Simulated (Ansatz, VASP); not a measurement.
Ag: VASP beside Ansatz

Contents of POSCAR:

```
Ag
1.0
    2.9020758515      0.0000000000      0.0000000000
    0.0000000000      2.9020758515      0.0000000000
    0.0000000000      0.0000000000     25.2603875706
Ag
6
Direct
    0.5000000000      0.5000000000      0.2969075585
    0.0000000000      0.0000000000      0.3781445351
    0.5000000000      0.5000000000      0.4593815117
    0.0000000000      0.0000000000      0.5406184883
    0.5000000000      0.5000000000      0.6218554649
    0.0000000000      0.0000000000      0.7030924415
```

File INCAR.step1:

```
SYSTEM = Ag
ALGO     = Normal         ! electronic algorithm
DIPOL    = 0.5 0.5 0.500
EDIFF    = 1E-4           ! SCF threshold, eV
ENCUT    = 520            ! plane-wave cutoff, eV
GGA      = PE             ! functional
IDIPOL   = 3            
ISMEAR   = 0              ! smearing method
LASPH    = .True.         ! aspherical terms in the spheres
LCHARG   = .False.        ! write CHGCAR
LDIPOL   = .True.       
LREAL    = .False.        ! projectors in reciprocal space
LWAVE    = .True.         ! write WAVECAR
NBANDS   = 42             ! bands
NELM     = 80             ! most SCF steps
PREC     = Accurate       ! precision mode
SIGMA    = 0.1            ! smearing width, eV
```

Contents of INCAR.step2:

```
SYSTEM = Ag
ALGO     = Normal         ! electronic algorithm
DIPOL    = 0.5 0.5 0.500
EDIFF    = 1E-6           ! SCF threshold, eV
ENCUT    = 520            ! plane-wave cutoff, eV
IDIPOL   = 3            
ISIF     = 2              ! what is computed and relaxed
ISMEAR   = 0              ! smearing method
ISTART   = 1            
LASPH    = .True.         ! aspherical terms in the spheres
LCHARG   = .False.        ! write CHGCAR
LDIPOL   = .True.       
LMIXTAU  = .True.       
LREAL    = .False.        ! projectors in reciprocal space
LWAVE    = .False.        ! write WAVECAR
METAGGA  = R2SCAN         ! meta-GGA
NBANDS   = 42             ! bands
NELM     = 80             ! most SCF steps
PREC     = Accurate       ! precision mode
SIGMA    = 0.1            ! smearing width, eV
```

File KPOINTS:

```
k-points
0
Gamma
  12 12 1
  0 0 0
```

Input for Ansatz:

```yaml
crystal:
  lattice:
    - [2.9020758515, 0.0, 0.0]
    - [0.0, 2.9020758515, 0.0]
    - [0.0, 0.0, 25.2603875706]
  atoms:
    - { symbol: Ag, position: [0.5, 0.5, 0.2969075585] }
    - { symbol: Ag, position: [0.0, 0.0, 0.3781445351] }
    - { symbol: Ag, position: [0.5, 0.5, 0.4593815117] }
    - { symbol: Ag, position: [0.0, 0.0, 0.5406184883] }
    - { symbol: Ag, position: [0.5, 0.5, 0.6218554649] }
    - { symbol: Ag, position: [0.0, 0.0, 0.7030924415] }
basis:
  ecutwfc: 500
kpoints:
  mp_grid: { grid: [12, 12, 1] }
hamiltonian:
  xc: r2scan
scf:
  occupations: { method: gaussian, width: 0.1 }
output:
  forces: true
  stress: true
  eigenvalues: true
  write_density: true
  write_potential: true
  elf: true
  volumetric_format: npy
efield:
  axis: 3
  dipole_correction: true
  ramp_width: 0.04
```

Alike in both runs: task single point; functional r2SCAN; k mesh 12 × 12 × 1; occupations gaussian, width 0.1 eV; no spin polarisation.

|  | VASP | Ansatz |
| --- | --- | --- |
| version | VASP 6.6.1 | Ansatz 0.2.0 |
| potentials or method | VASP PAW PBE potentials, release 64 (Ag), cutoff 520 eV | scalar-relativistic, plane waves, PAW |
| valence electrons in the cell | 66 | 114 |

|  | VASP | Ansatz | Ansatz less VASP |
| --- | --- | --- | --- |
| gap on the k mesh at the Fermi level (eV) | none | none | - |
| rms of the force components (eV/Å) | 0.064 | 0.065 | +0.0010 |

VASP's potentials were made for PBE, not for r2SCAN. Atom by atom the forces differ by 0.002 eV/Å (rms over components). A gap of «none» marks a metal or a gap that the smearing closes. VASP's potentials hold 66 valence electrons a cell and Ansatz's 114, so a difference there can come from the potentials and not from the codes. Ansatz's warnings: xc potential rough in thin density.
